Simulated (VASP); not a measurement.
# CsSb2 (P4/nmm) in VASP: a series of runs, part 2 of 2

VASP 6.6.1. Earlier steps stand in the parts before.

## (3) Single point, PBE

This run uses another cell than the first one, of 31.20 Å³/atom.

Input file INCAR:

```
SYSTEM = CsSb2
  ALGO = Normal
  EDIFF = 1E-7
  ENCUT = 520
  GGA = PE
  ISIF = 2
  ISMEAR = 0
  LASPH = .True.
  LCHARG = .False.
  LREAL = .False.
  LWAVE = .False.
  NBANDS = 28
  NELM = 60
  PREC = Accurate
  SIGMA = 0.1
```

Input file KPOINTS:

```
k-points
0
Gamma
  4 4 4
  0 0 0
```

Input file POSCAR:

```
CsSb2
1.0
    4.9691584707      0.0000000000      0.0000000000
    0.0000000000      4.9691584707      0.0000000000
    0.0000000000      0.0000000000      7.5819499612
Cs Sb
2 4
Direct
    0.0000000000      0.5000000000      0.7000000000
    0.5000000000      0.0000000000      0.3000000000
    0.0000000000      0.0000000000      0.0000000000
    0.5000000000      0.5000000000      0.0000000000
    0.0000000000      0.5000000000      0.2700000000
    0.5000000000      0.0000000000      0.7300000000
```

Potentials or basis: VASP PAW PBE potentials, release 64 (Cs_sv, Sb).

On the command line:

```
$ cat potpaw_PBE.64/Cs_sv/POTCAR potpaw_PBE.64/Sb/POTCAR > POTCAR
$ mpirun -np 1 vasp_std > vasp.out
```

It took 1.9 min on 1 thread of Oxide Virtual Turin-like, shared host; peak memory 0.26 GiB.

Results (log left out):

| Property | Result |
| --- | --- |
| Free energy | -15.8191 eV |
| Pressure | 9.2 GPa |
| Largest force | 1.082 eV/Å |
| Band gap on the k mesh | zero (bands 19 and 20 overlap by 1.11 eV) |

Forces in eV/Å, atoms in the order of the input:
```
Cs   0.000  0.000 -0.451
Cs   0.000  0.000  0.451
Sb   0.000  0.000  0.000
Sb   0.000  0.000  0.000
Sb   0.000  0.000 -1.082
Sb   0.000  0.000  1.082
```

Stress tensor (GPa, compression positive):
```
9.56 0.00 0.00
0.00 9.56 0.00
0.00 0.00 8.59
```

Levels at points of the mesh, in eV from the Fermi level:
| k point | band 16 | band 17 | band 18 | band 19 | band 20 | band 21 | band 22 | band 23 |
| --- | --- | --- | --- | --- | --- | --- | --- | --- |
| (0.00, 0.00, 0.00) | -1.77 | -1.43 | -1.43 | -0.56 | 0.10 | 0.10 | 0.52 | 1.58 |
| (0.50, 0.00, 0.00) | -3.10 | -1.71 | -1.71 | -0.34 | -0.34 | 0.14 | 0.14 | 1.49 |
| (0.50, 0.50, 0.00) | -2.82 | -0.57 | -0.57 | 0.08 | 0.08 | 1.86 | 1.86 | 2.09 |
| (0.00, 0.00, 0.50) | -1.91 | -1.45 | -1.45 | -0.16 | -0.04 | 0.68 | 0.68 | 1.90 |
| (0.50, 0.00, 0.50) | -3.26 | -2.33 | -2.33 | 0.19 | 0.19 | 0.22 | 0.22 | 1.80 |
| (0.50, 0.50, 0.50) | -2.63 | -0.07 | -0.07 | 0.21 | 0.21 | 1.36 | 1.36 | 1.87 |

Caveat: the cell stands under pressure; spin-orbit coupling is left out, which moves the levels of the heavy elements; forces of over 1 eV/Å act on the atoms, so gaps and moduli don't describe the material at rest.

## (4) Relaxation of cell and atoms, PBE

This run uses another cell than the first one, of 31.20 Å³/atom.

Input file INCAR:

```
SYSTEM = CsSb2
PREC     = Accurate       ! precision mode
ENCUT    = 600            ! plane-wave cutoff, eV
EDIFF    = 1E-7           ! SCF threshold, eV
ISMEAR   = 0              ! smearing method
SIGMA    = 0.1            ! smearing width, eV
LREAL    = .False.        ! projectors in reciprocal space
LASPH    = .True.         ! aspherical terms in the spheres
NELM     = 60             ! most SCF steps
ALGO     = Normal         ! electronic algorithm
ISIF     = 3              ! what is computed and relaxed
LWAVE    = .False.        ! write WAVECAR
LCHARG   = .False.        ! write CHGCAR
GGA      = PE             ! functional
IBRION   = 2              ! ionic algorithm
NSW      = 90             ! ionic steps
EDIFFG   = -0.04          ! ionic threshold
```

Input file KPOINTS:

```
regular mesh
0
Gamma
  4 4 2
  0 0 0
```

POSCAR is that of step 3.

On the command line:

```
$ cat potpaw_PBE.64/Cs_sv/POTCAR potpaw_PBE.64/Sb/POTCAR > POTCAR
$ mpirun -np 1 vasp_std > vasp.out
```

Run time: 24 min. Hardware: 1 thread of Oxide Virtual Turin-like, shared host; peak memory 0.32 GiB.

Results (log left out):

* Free energy: -19.8155 eV
* Relaxed volume: 45.19 Å³/atom
* Relaxed cell: a = 5.766 Å, b = 5.766 Å, c = 8.155 Å, α = 90.00°, β = 90.00°, γ = 90.00°
* Space group after relaxing (to 0.1 Å): P4/nmm (No. 129)
* Energy gained by relaxing: 682.5 meV/atom
* Ionic steps: 22
* Pressure after relaxing: -0.1 GPa
* Largest force after relaxing: 0.010 eV/Å
* Band gap on the k mesh: zero (bands 19 and 20 overlap by 1.02 eV)

Forces on the atoms (eV/Å):
```
Cs   0.000  0.000  0.005
Cs   0.000  0.000 -0.005
Sb   0.000  0.000  0.000
Sb   0.000  0.000  0.000
Sb   0.000  0.000 -0.010
Sb   0.000  0.000  0.010
```

Step by step:
```csv
step,energy change (eV),largest force (eV/Å),pressure (GPa),volume (Å³)
1,0.0000,1.2453,9.75,187.22
2,-1.5158,1.5199,-0.18,243.53
3,-1.5196,1.5359,-0.48,247.24
4,-1.7687,1.5633,-0.38,248.07
5,-2.5500,1.7046,0.08,250.56
6,-3.8506,0.5524,1.16,255.50
7,-1.4584,3.3044,6.54,265.23
8,-3.9453,0.5099,1.85,257.25
9,-4.0295,0.2685,-0.31,283.62
10,-4.0476,0.2806,0.27,275.44
11,-4.0698,0.1752,0.04,276.79
12,-4.0732,0.1314,-0.07,277.49
13,-4.0733,0.1244,-0.09,277.61
14,-4.0760,0.1203,-0.01,276.24
15,-4.0791,0.1064,0.25,272.35
16,-4.0801,0.0998,0.24,272.27
17,-4.0829,0.0814,0.21,272.03
18,-4.0874,0.0445,0.14,271.54
19,-4.0912,0.0297,0.02,270.56
20,-4.0929,0.0235,-0.02,270.71
21,-4.0948,0.0093,-0.10,271.03
22,-4.0948,0.0099,-0.12,271.11
```

Final structure:
```
Cs Sb
1.0
     5.76591    0.00000    0.00000
     0.00000    5.76591    0.00000
     0.00000    0.00000    8.15487
Cs Sb
2 4
Direct
  0.00000 0.50000 0.66494
  0.50000 0.00000 0.33506
  0.00000 0.00000 0.00000
  0.50000 0.50000 0.00000
  0.00000 0.50000 0.14190
  0.50000 0.00000 0.85810
```

Levels at points of the mesh, in eV from the Fermi level:
| k point | band 15 | band 16 | band 17 | band 18 | band 19 | band 20 | band 21 | band 22 | band 23 |
| --- | --- | --- | --- | --- | --- | --- | --- | --- | --- |
| (0.00, 0.00, 0.00) | -2.42 | -2.42 | -2.14 | -1.47 | -1.31 | -0.30 | 1.17 | 1.17 | 1.47 |
| (0.50, 0.00, 0.00) | -2.74 | -2.74 | -1.77 | -1.77 | 0.32 | 0.32 | 1.12 | 1.12 | 1.60 |
| (0.50, 0.50, 0.00) | -2.70 | -2.70 | 0.11 | 0.11 | 0.30 | 0.30 | 0.78 | 0.78 | 1.59 |
| (0.00, 0.00, 0.50) | -2.65 | -2.42 | -2.42 | -1.43 | -1.41 | -0.22 | 1.37 | 1.37 | 1.62 |
| (0.50, 0.00, 0.50) | -2.88 | -2.88 | -1.81 | -1.81 | 0.25 | 0.25 | 1.31 | 1.31 | 1.51 |
| (0.50, 0.50, 0.50) | -2.99 | -2.99 | 0.12 | 0.12 | 0.32 | 0.32 | 1.06 | 1.06 | 1.25 |

Caveat: the k points lie up to 0.39 Å⁻¹ apart in the final cell, too coarse for converged energies and pressures of a metal; the volume moved by over 15 % at a fixed basis, so the end points are rough; spin-orbit coupling is left out, which moves the levels of the heavy elements.

## (5) Single point, PBE

This run uses another cell than the first one, of 44.45 Å³/atom.

Input file INCAR:

```
SYSTEM = CsSb2
ALGO     = Fast           ! electronic algorithm
EDIFF    = 1E-7           ! SCF threshold, eV
ENCUT    = 520            ! plane-wave cutoff, eV
GGA      = PE             ! functional
ISIF     = 2              ! what is computed and relaxed
ISMEAR   = 0              ! smearing method
LASPH    = .TRUE.         ! aspherical terms in the spheres
LCHARG   = .TRUE.         ! write CHGCAR
LELF     = .TRUE.         ! ELF
LREAL    = .FALSE.        ! projectors in reciprocal space
LVHAR    = .TRUE.       
LWAVE    = .FALSE.        ! write WAVECAR
NBANDS   = 28             ! bands
NELM     = 100            ! most SCF steps
PREC     = Accurate       ! precision mode
SIGMA    = 0.1            ! smearing width, eV
```

Input file KPOINTS:

```
k-points
0
G
  8 8 6
  0 0 0
```

Input file POSCAR:

```
CsSb2
1.0
    5.7719460994      0.0000000000      0.0000000000
    0.0000000000      5.7719460994      0.0000000000
    0.0000000000      0.0000000000      8.0044850642
Cs Sb
2 4
Direct
    0.0000000000      0.5000000000      0.6604583263
    0.5000000000      0.0000000000      0.3395416737
    0.0000000000      0.0000000000      0.0000000000
    0.5000000000      0.5000000000      0.0000000000
    0.0000000000      0.5000000000      0.1384005278
    0.5000000000      0.0000000000      0.8615994722
```

On the command line:

```
$ cat potpaw_PBE.64/Cs_sv/POTCAR potpaw_PBE.64/Sb/POTCAR > POTCAR
$ mpirun -np 1 vasp_std > vasp.out
```

Wall time 14 min (1 thread of Oxide Virtual Turin-like, shared host); peak memory 0.58 GiB.

Results (log left out):

| Item | Value |
| --- | --- |
| Free energy | -19.8634 eV |
| Pressure | 0.0 GPa |
| Largest force | 0.007 eV/Å |
| Band gap on the k mesh | zero (bands 19 and 20 overlap by 1.28 eV) |

Forces in eV/Å, atoms in the order of the input:
```
Cs   0.000  0.000 -0.007
Cs   0.000  0.000  0.007
Sb   0.000  0.000  0.000
Sb   0.000  0.000  0.000
Sb   0.000  0.000 -0.001
Sb   0.000  0.000  0.001
```

Levels at points of the mesh, in eV from the Fermi level:
| k point | band 17 | band 18 | band 19 | band 20 | band 21 | band 22 |
| --- | --- | --- | --- | --- | --- | --- |
| (0.00, 0.00, 0.00) | -2.01 | -1.30 | -1.11 | -0.01 | 1.39 | 1.39 |
| (0.50, 0.00, 0.00) | -1.52 | -1.52 | 0.45 | 0.45 | 1.34 | 1.34 |
| (0.50, 0.50, 0.00) | 0.28 | 0.28 | 0.53 | 0.53 | 0.98 | 0.98 |
| (0.00, 0.00, 0.50) | -2.29 | -1.31 | -1.23 | 0.07 | 1.62 | 1.62 |
| (0.50, 0.00, 0.50) | -1.58 | -1.58 | 0.38 | 0.38 | 1.57 | 1.57 |
| (0.50, 0.50, 0.50) | 0.28 | 0.28 | 0.54 | 0.54 | 1.25 | 1.25 |

Caveat: spin-orbit coupling is left out, which moves the levels of the heavy elements.

## (6) Overview

| task | cell | k mesh | cutoff (eV) | gap on the mesh (eV) | pressure (GPa) | largest force (eV/Å) |
| --- | --- | --- | --- | --- | --- | --- |
| single point | a = 5.758, b = 5.758, c = 8.098 Å, 6 atoms, atomic positions A | 4 × 4 × 2 | 520 | none | 0.0 | - |
| single point | a = 4.969, b = 4.969, c = 7.582 Å, 6 atoms, atomic positions B | 4 × 4 × 4 | 520 | none | 9.2 | 1.08 |
| relaxation of cell and atoms | relaxed from a = 4.969, b = 4.969, c = 7.582 Å, 6 atoms, atomic positions B | 4 × 4 × 2 | 600 | none | -0.1 | 0.01 |
| single point | a = 5.772, b = 5.772, c = 8.004 Å, 6 atoms, atomic positions C | 8 × 8 × 6 | 520 | none | 0.0 | 0.01 |

Alike in all rows: level PBE; potentials or basis VASP PAW PBE potentials, release 64 (Cs_sv, Sb); no spin polarisation; smearing gaussian 0.1 eV.

Caveats: some runs use coarse meshes; spin-orbit coupling is left out, which moves the levels of the heavy elements; the cell stands under pressure (at least some runs); forces of over 1 eV/Å act on the atoms, so gaps and moduli don't describe the material at rest (at least some runs); the volume moved by over 15 % at a fixed basis, so the end points are rough (at least some runs).

Total energies depend on the potentials used, so only differences within one code and one set of settings carry meaning.
